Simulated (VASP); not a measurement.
# TePb (pbe) (Fm-3m) in VASP: notebook

Runs on TePb (pbe). Level: PBE. Tasks: single point, relaxation of the atoms.

All numbers are computed with VASP 6.6.1; they aren't measurements. Logs are shortened: lines on timing, memory, paths and dates and some standing lists are left out, and cuts for length are marked.

### 1 The cell of the first run

The structure is cubic, space group Fm-3m (No. 225). Conventional cell: a = 6.504 Å, b = 6.504 Å, c = 6.504 Å, α = 90.00°, β = 90.00°, γ = 90.00°. Within 4.3 Å of Pb (site symmetry m-3m) lie 6 Te at 3.25 Å. Within 4.3 Å of Te (site symmetry m-3m) lie 6 Pb at 3.25 Å.

### 2 Single point, PBE (strained cell)

INCAR

```
SYSTEM = TePb
  ALGO = Normal
  EDIFF = 1E-6
  ENCUT = 500
  GGA = PE
  GGA_COMPAT = .False.
  ISIF = 2
  ISMEAR = 0
  LASPH = .True.
  LCHARG = .False.
  LREAL = .False.
  LWAVE = .False.
  NBANDS = 17
  NELM = 120
  PREC = Accurate
  SIGMA = 0.02
```

KPOINTS

```
k-points
0
Gamma
  6 6 6
  0 0 0
```

POSCAR

```
TePb
1.0
    0.0000000000      3.2521053182      3.2521053182
    3.2521053182      0.0000000000      3.2521053182
    3.2521053182      3.2521053182      0.0000000000
Pb Te
1 1
Direct
    0.0000000000      0.0000000000      0.0000000000
    0.5000000000      0.5000000000      0.5000000000
```

Potentials or basis: VASP PAW PBE potentials, release 64 (Pb_d, Te).

Launch:

```bash
$ cat potpaw_PBE.64/Pb_d/POTCAR potpaw_PBE.64/Te/POTCAR > POTCAR
$ mpirun -np 1 vasp_std > vasp.out
```

OUTCAR:

```text
SYSTEM = TePb
   EDIFF = 1E-6
   ENCUT = 500
   GGA = PE
   ISIF = 2
   ISMEAR = 0
   LASPH = .True.
   LREAL = .False.
   NELM = 120
   PREC = Accurate

 ion  position               nearest neighbor table
   1  0.000  0.000  0.000-   2 3.25   2 3.25   2 3.25   2 3.25   2 3.25   2 3.25
   2  0.500  0.500  0.500-   1 3.25   1 3.25   1 3.25   1 3.25   1 3.25   1 3.25

  LATTYP: Found a face centered cubic cell.
 ALAT       =     6.5042106364

  Lattice vectors:

 A1 = (   0.0000000000,   3.2521053182,   3.2521053182)
 A2 = (   3.2521053182,   0.0000000000,   3.2521053182)
 A3 = (   3.2521053182,   3.2521053182,   0.0000000000)

Analysis of symmetry for initial positions (statically):
=====================================================================
 Subroutine PRICEL returns:
 Original cell was already a primitive cell.

 Routine SETGRP: Setting up the symmetry group for a
 face centered cubic supercell.

 Subroutine GETGRP returns: Found 48 space group operations
 (whereof 48 operations were pure point group operations)
 out of a pool of 48 trial point group operations.

The static configuration has the point symmetry O_h .

Analysis of symmetry for dynamics (positions and initial velocities):
=====================================================================
 Subroutine PRICEL returns:
 Original cell was already a primitive cell.

 Routine SETGRP: Setting up the symmetry group for a
 face centered cubic supercell.

 Subroutine GETGRP returns: Found 48 space group operations
 (whereof 48 operations were pure point group operations)
 out of a pool of 48 trial point group operations.

The dynamic configuration has the point symmetry O_h .

 Subroutine INISYM returns: Found 48 space group operations
 (whereof 48 operations are pure point group operations),
 and found     1 'primitive' translations

----------------------------------------------------------------------------------------

                                     Primitive cell

  volume of cell :      68.7898

  direct lattice vectors                    reciprocal lattice vectors
     0.000000000  3.252105318  3.252105318    -0.153746558  0.153746558  0.153746558
     3.252105318  0.000000000  3.252105318     0.153746558 -0.153746558  0.153746558
     3.252105318  3.252105318  0.000000000     0.153746558  0.153746558 -0.153746558

  length of vectors
     4.599171447  4.599171447  4.599171447     0.266296851  0.266296851  0.266296851

  position of ions in fractional coordinates (direct lattice)
[... 70 lines left out ...]
   EDIFF  = 0.1E-05   stopping-criterion for ELM
   LREAL  =      F    real-space projection
   EDIFFG = 0.1E-04   stopping-criterion for IOM
   NSW    =      0    number of steps for IOM
   IBRION =     -1    ionic relax: 0-MD 1-quasi-New 2-CG
   NFREE  =      0    steps in history (QN), initial steepest desc. (CG)
   ISIF   =      2    stress and relaxation
   ISYM   =      2    0-nonsym 1-usesym 2-fastsym
   POTIM  = 0.5000    time-step for ionic-motion
   TEBEG  =    0.0;   TEEND  =   0.0 temperature during run
   PSTRESS=    0.0 pullay stress
   NELECT =      20.0000    total number of electrons
   NUPDOWN=      -1.0000    fix difference up-down
   EMIN   =  10.00;   EMAX   =-10.00  energy-range for DOS
   EFERMI =   0.00;   METHOD = LEGACY
   ISMEAR =     0;   SIGMA  =   0.02  broadening in eV -4-tet -1-fermi 0-gaus
   EFERMI_NEDOS =   21; number of points for ismear=-14 and -15
   IALGO  =     38    algorithm
   IMIX   =      4    mixing-type and parameters
     AMIX     =   0.40;   BMIX     =  1.00
     AMIX_MAG =   1.60;   BMIX_MAG =  1.00
  volume/ion in A,a.u.               =      34.39       232.11
  Fermi-wavevector in a.u.,A,eV,Ry     =   1.084535  2.049474 16.003392  1.176216
  Thomas-Fermi vector in A             =   2.220627
   LORBIT       =      0    0 simple, 1 ext, 2 COOP (PROOUT), +10 PAW based schemes
   GGA     = PE    functional components
   LHFCALC =     F    Hartree Fock is set to
   AEXX    =    0.0000 exact exchange contribution
   IVDW    =     0    specifies the selected vdW correction
   LEPSILON=     F    determine dielectric tensor
   LRPA    =     F    only Hartree local field effects (RPA)
 non-spin polarized calculation
 Gauss-broadening in eV      SIGMA  =   0.02
  energy-cutoff  :      500.00
  volume of cell :       68.79
 maximum number of plane-waves:      1807
 NGX is ok and might be reduce to    36
   NGX = 17   NGY = 17   NGZ = 17

 number of electron      20.0000003 magnetization

 Free energy of the ion-electron system (eV)
  ---------------------------------------------------
  ext. energy  EPLUGINS =         0.00000000
  ---------------------------------------------------
  free energy    TOTEN  =        -7.51607751 eV

  energy without entropy =       -7.51607751  energy(sigma->0) =       -7.51607751

 E-fermi :   5.4884     XC(G=0):  -9.2131

 val. band max:        5.3709106551   @ k =   0.5000   0.0000   0.0000
 cond. band min:       6.1463832173   @ k =   0.5000   0.0000   0.0000
 fundamental gap:      0.7754725622
 Fermi energy:         5.4883926813

 k-point     1 :       0.0000    0.0000    0.0000
  band No.  band energies     occupation
      1     -11.3173      2.00000
      2     -11.3173      2.00000
      3     -11.3095      2.00000
      4     -11.3095      2.00000
      5     -11.3095      2.00000
      6      -6.4840      2.00000
[... 297 lines left out ...]
      4     -11.2942      2.00000
      5     -11.2856      2.00000
      6      -4.7618      2.00000
[... 9 lines left out ...]
     16      16.0154      0.00000
     17      16.9060      0.00000

------------------------ aborting loop because EDIFF is reached ----------------------------------------

  FORCE on cell =-STRESS in cart. coord.  units (eV):
  Direction    XX          YY          ZZ          XY          YZ          ZX
  --------------------------------------------------------------------------------------
  -------------------------------------------------------------------------------------
  Total        0.5089687      0.5089687      0.5089687     -0.0000000     -0.0000000      0.0000000
  in kB       11.8543536     11.8543536     11.8543536     -0.0000000     -0.0000000      0.0000000
  external PRESSURE =      11.8543536 kB  Pullay stress =       0.0000000 kB

 VOLUME and BASIS-vectors are now :
 -----------------------------------------------------------------------------
  energy-cutoff  :      500.00
  volume of cell :       68.79
      direct lattice vectors                 reciprocal lattice vectors
     0.000000000  3.252105318  3.252105318    -0.153746558  0.153746558  0.153746558
     3.252105318  0.000000000  3.252105318     0.153746558 -0.153746558  0.153746558
     3.252105318  3.252105318  0.000000000     0.153746558  0.153746558 -0.153746558

 POSITION                                       TOTAL-FORCE (eV/Angst)
 -----------------------------------------------------------------------------------
      0.00000      0.00000      0.00000         0.000000     -0.000000      0.000000
      3.25211      3.25211      3.25211        -0.000000      0.000000     -0.000000
 -----------------------------------------------------------------------------------
    total drift:                               -0.000000      0.000000      0.000000

  FREE ENERGIE OF THE ION-ELECTRON SYSTEM (eV)
  ---------------------------------------------------
  free  energy   TOTEN  =        -7.5160775077 eV

  energy  without entropy=       -7.5160775077  energy(sigma->0) =       -7.51607751
```

stdout:

```text
POSCAR found type information on POSCAR PbTe
 POSCAR found :  2 types and       2 ions
 scaLAPACK will be used
 LDA part: xc-table for (Slater+PW92), standard interpolation
 POSCAR, INCAR and KPOINTS ok, starting setup
 FFT: planning ... GRIDC
 FFT: planning ... GRID_SOFT
 FFT: planning ... GRID
 WAVECAR not read
 entering main loop
```

It took 16 s on 1 thread of Intel Xeon Platinum 8488C (Sapphire Rapids), shared host; peak memory 0.2 GiB.

What came out:

| Quantity | Value |
| --- | --- |
| Free energy | -7.5161 eV |
| Pressure | 1.2 GPa |
| Band gap on the k mesh | 0.78 eV, direct |

Caveat: the cell differs from its parent crystal (strained cell); spin-orbit coupling is left out, which moves the levels of the heavy elements. A k mesh can miss the band edges.

### 3 Single point, PBE

INCAR

```
SYSTEM = TePb
PREC = Accurate
ENCUT = 500
EDIFF = 1E-6
ISMEAR = 0
SIGMA = 0.01
LREAL = .FALSE.
LASPH = .TRUE.
NELM = 120
ALGO = Normal
ISIF = 2
LWAVE = .FALSE.
LCHARG = .TRUE.
GGA = PE
LELF = .TRUE.
LVHAR = .TRUE.
NBANDS = 17
GGA_COMPAT = .FALSE.
```

KPOINTS

```
regular mesh
0
G
  6 6 6
  0 0 0
```

POSCAR is that of step 2.

Potentials or basis: VASP PAW PBE potentials, release 64 (Pb_d, Te).

Launch:

```bash
$ cat potpaw_PBE.64/Pb_d/POTCAR potpaw_PBE.64/Te/POTCAR > POTCAR
$ mpirun -np 1 vasp_std > vasp.out
```

It took 21 s on 1 thread of Intel Xeon Platinum 8488C (Sapphire Rapids), shared host; peak memory 0.2 GiB.

The run converged. Its results:

```yaml
Free_energy: -7.5161 eV
Pressure: 1.2 GPa
Band_gap_on_the_k_mesh: 0.78 eV, direct
```

Levels at points of the mesh, in eV from the valence-band top:
```csv
k point,band 8,band 9,band 10,band 11,band 12,band 13
"(0.00, 0.00, 0.00)",-1.27,-1.27,-1.27,4.06,4.06,4.06
"(0.50, 0.00, 0.00)",-0.82,-0.82,0.00,0.78,1.32,1.32
"(0.50, 0.50, 0.00)",-4.34,-2.68,-2.68,3.38,5.41,5.41
```

Caveat: spin-orbit coupling is left out, which moves the levels of the heavy elements. A k mesh can miss the band edges.

### 4 Single point, PBE

INCAR

```
PREC     = Accurate       # precision mode
ENCUT    = 500            # plane-wave cutoff, eV
EDIFF    = 1E-6           # SCF threshold, eV
ISMEAR   = 0              # smearing method
SIGMA    = 0.01           # smearing width, eV
LREAL    = False          # projectors in reciprocal space
LASPH    = True           # aspherical terms in the spheres
NELM     = 120            # most SCF steps
ALGO     = Normal         # electronic algorithm
ISIF     = 2              # what is computed and relaxed
LWAVE    = False          # write WAVECAR
LCHARG   = False          # write CHGCAR
GGA      = PE             # functional
NBANDS   = 17             # bands
GGA_COMPAT= False
```

KPOINTS

```
Automatic mesh
0
Gamma
  6 6 6
```

POSCAR is that of step 3.

Launch:

```bash
$ cat potpaw_PBE.64/Pb_d/POTCAR potpaw_PBE.64/Te/POTCAR > POTCAR
$ mpirun -np 1 vasp_std > vasp.out
```

Wall time 20 s (1 thread of Intel Xeon Platinum 8488C (Sapphire Rapids), shared host); peak memory 0.2 GiB.

The run converged. Its results:

```yaml
Free_energy: -7.5161 eV
Pressure: 1.2 GPa
Band_gap_on_the_k_mesh: 0.78 eV, direct
```

Levels at points of the mesh, in eV from the valence-band top:
| k point | band 7 | band 8 | band 9 | band 10 | band 11 | band 12 | band 13 | band 14 |
| --- | --- | --- | --- | --- | --- | --- | --- | --- |
| (0.00, 0.00, 0.00) | -5.64 | -1.27 | -1.27 | -1.27 | 4.06 | 4.06 | 4.06 | 5.84 |
| (0.50, 0.00, 0.00) | -8.48 | -0.82 | -0.82 | 0.00 | 0.78 | 1.32 | 1.32 | 8.37 |
| (0.50, 0.50, 0.00) | -7.26 | -4.34 | -2.68 | -2.68 | 3.38 | 5.41 | 5.41 | 6.60 |

Caveat: spin-orbit coupling is left out, which moves the levels of the heavy elements.

### 5 Relaxation of the atoms, PBE (strained cell)

INCAR

```
PREC = Accurate
ENCUT = 450
EDIFF = 1E-7
ISMEAR = 0
SIGMA = 0.02
LREAL = False
LASPH = True
NELM = 120
ALGO = Normal
ISIF = 2
LWAVE = False
LCHARG = False
GGA = PE
IBRION = 2
NSW = 60
EDIFFG = -0.002
GGA_COMPAT = False
NELMIN = 4
```

KPOINTS

```
regular mesh
0
Gamma
  6 6 6
```

POSCAR is that of step 4.

Launch:

```bash
$ cat potpaw_PBE.64/Pb_d/POTCAR potpaw_PBE.64/Te/POTCAR > POTCAR
$ mpirun -np 1 vasp_std > vasp.out
```

It took 12 s on 1 thread of Intel Xeon Platinum 8488C (Sapphire Rapids), shared host; peak memory 0.18 GiB.

Results (log left out):

```yaml
Free_energy: -7.5164 eV
Pressure_after_relaxing: 1.2 GPa
Band_gap_on_the_k_mesh: 0.78 eV, direct
```

Final structure:
```xyz
2
Lattice="0.0000 3.2521 3.2521 3.2521 0.0000 3.2521 3.2521 3.2521 0.0000" Properties=species:S:1:pos:R:3 pbc="T T T"
Pb    0.0000    0.0000    0.0000
Te    3.2521    3.2521    3.2521
```

Levels at points of the mesh, in eV from the valence-band top:
```
           k point  band 7  band 8  band 9  band 10  band 11  band 12  band 13  band 14
(0.00, 0.00, 0.00)   -5.64   -1.27   -1.27    -1.27     4.06     4.06     4.06     5.84
(0.50, 0.00, 0.00)   -8.48   -0.82   -0.82     0.00     0.78     1.32     1.32     8.37
(0.50, 0.50, 0.00)   -7.26   -4.34   -2.68    -2.68     3.38     5.41     5.41     6.60
```

Caveat: the cell differs from its parent crystal (strained cell); the relaxation stopped at its first step, so nothing moved; spin-orbit coupling is left out, which moves the levels of the heavy elements.

### 6 Summary

| task | cell | cutoff (eV) | smearing | gap on the mesh (eV) | pressure (GPa) |
| --- | --- | --- | --- | --- | --- |
| single point | as given | 500 | gaussian 0.02 eV | 0.78 | 1.2 |
| single point | as given | 500 | gaussian 0.01 eV | 0.78 | 1.2 |
| relaxation of the atoms | atoms relaxed | 450 | gaussian 0.02 eV | 0.78 | 1.2 |

Alike in all rows: level PBE; potentials or basis VASP PAW PBE potentials, release 64 (Pb_d, Te); no spin polarisation; k mesh 6 × 6 × 6.

Caveats: spin-orbit coupling is left out, which moves the levels of the heavy elements; the relaxation stopped at its first step, so nothing moved (some runs).

Total energies depend on the potentials used, so only differences within one code and one set of settings carry meaning.
